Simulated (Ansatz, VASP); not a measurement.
## Pt in VASP and in Ansatz

```
Pt
1.0
     0.00000    2.00801    1.86108
     2.00801    0.00000    1.86108
     2.00801    2.00801    0.00000
Pt
1
Direct
  0.00000 0.00000 0.00000
```

Change from the starting cell: strain +0.025 along x and y, -0.050 along z, atoms carried along.

Alike in both runs: task single point; functional PBEsol; k mesh 26 × 26 × 26; occupations gaussian, width 0.15 eV; no spin polarisation.

```csv
,VASP,Ansatz
version,VASP 6.6.1,Ansatz 0.2.0
potentials or method,"VASP PAW PBE potentials, release 64 (Pt), cutoff 520 eV","scalar-relativistic, plane waves, PAW"
valence electrons in the cell,10,18
```

```tsv
	VASP	Ansatz	Ansatz less VASP
gap on the k mesh at the Fermi level (eV)	none	none	-
pressure (GPa)	0.7	1.2	+0.42
traceless stress, the component that is largest in VASP (GPa)	3.81	3.82	+0.004
```

VASP's potentials were made for PBE, not for PBEsol. A gap of «none» marks a metal or a gap that the smearing closes. VASP's potentials hold 10 valence electrons a cell and Ansatz's 18, so a difference there can come from the potentials and not from the codes.

Neither program's run includes spin-orbit coupling.
